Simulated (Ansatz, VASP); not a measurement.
# WSe2: VASP beside Ansatz

The input INCAR:

```
PREC = Accurate
ENCUT = 520
EDIFF = 1E-6
ISMEAR = 0
SIGMA = 0.05
LREAL = False
LASPH = True
NELM = 80
ALGO = Normal
ISIF = 2
LWAVE = False
LCHARG = True
GGA = PS
LELF = True
LVHAR = True
NBANDS = 35
```

Contents of KPOINTS:

```
regular mesh
0
Gamma
  9 9 2
```

The input POSCAR:

```
WSe2
1.0
    3.3199329218      0.0000000000      0.0000000000
   -1.6599664609      2.8751462491      0.0000000000
    0.0000000000      0.0000000000     13.7371873000
W Se
2 4
Direct
    0.6666666700      0.3333333300      0.7500000000
    0.3333333300      0.6666666700      0.2500000000
    0.3333333300      0.6666666700      0.8710007900
    0.6666666700      0.3333333300      0.3710007900
    0.3333333300      0.6666666700      0.6289992100
    0.6666666700      0.3333333300      0.1289992100
```

Input for Ansatz:

```yaml
crystal:
  lattice:
    - [3.3199329218, 0.0, 0.0]
    - [-1.6599664609, 2.8751462491, 0.0]
    - [0.0, 0.0, 13.7371873]
  atoms:
    - { symbol: W, position: [0.66666667, 0.33333333, 0.75] }
    - { symbol: W, position: [0.33333333, 0.66666667, 0.25] }
    - { symbol: Se, position: [0.33333333, 0.66666667, 0.87100079] }
    - { symbol: Se, position: [0.66666667, 0.33333333, 0.37100079] }
    - { symbol: Se, position: [0.33333333, 0.66666667, 0.62899921] }
    - { symbol: Se, position: [0.66666667, 0.33333333, 0.12899921] }
hamiltonian:
  xc: pbesol
  pseudopotentials:
    kind: all_electron
    lapw: { basis_error: 0.0003, muffin_tin_radii: { Se: 1.095, W: 1.281 } }
kpoints:
  mp_grid: { grid: [9, 9, 2] }
scf:
  occupations: { method: gaussian, width: 0.05 }
  convergence: { dr2_threshold: 1.0e-09 }
output:
  eigenvalues: true
  forces: true
  stress: true
```

Alike in both runs: task single point; functional PBEsol; k mesh 9 × 9 × 2; occupations gaussian, width 0.05 eV; no spin polarisation.

|  | VASP | Ansatz |
| --- | --- | --- |
| version | VASP 6.6.1 | Ansatz 0.2.0 |
| potentials or method | VASP PAW PBE potentials, release 64 (W_sv, Se), cutoff 520 eV | all-electron LAPW, scalar-relativistic |

VASP gave:

| Quantity | Value |
| --- | --- |
| gap on the k mesh at the Fermi level (eV) | 1.27 |
| least direct gap on the mesh (eV) | 1.45 |
| pressure (GPa) | -2.4 |
| traceless stress, the component that is largest in VASP (GPa) | 1.52 |
| rms of the force components (eV/Å) | 0.017 |

What did Ansatz give for the same quantities?

gap on the k mesh at the Fermi level (eV): 1.28; least direct gap on the mesh (eV): 1.45; pressure (GPa): -2.8; traceless stress, the component that is largest in VASP (GPa): 1.43; rms of the force components (eV/Å): 0.042.

VASP's potentials were made for PBE, not for PBEsol. Atom by atom the forces differ by 0.025 eV/Å (rms over components). Ansatz ran all-electron here, and VASP with PAW potentials.

Spin-orbit coupling is off throughout.
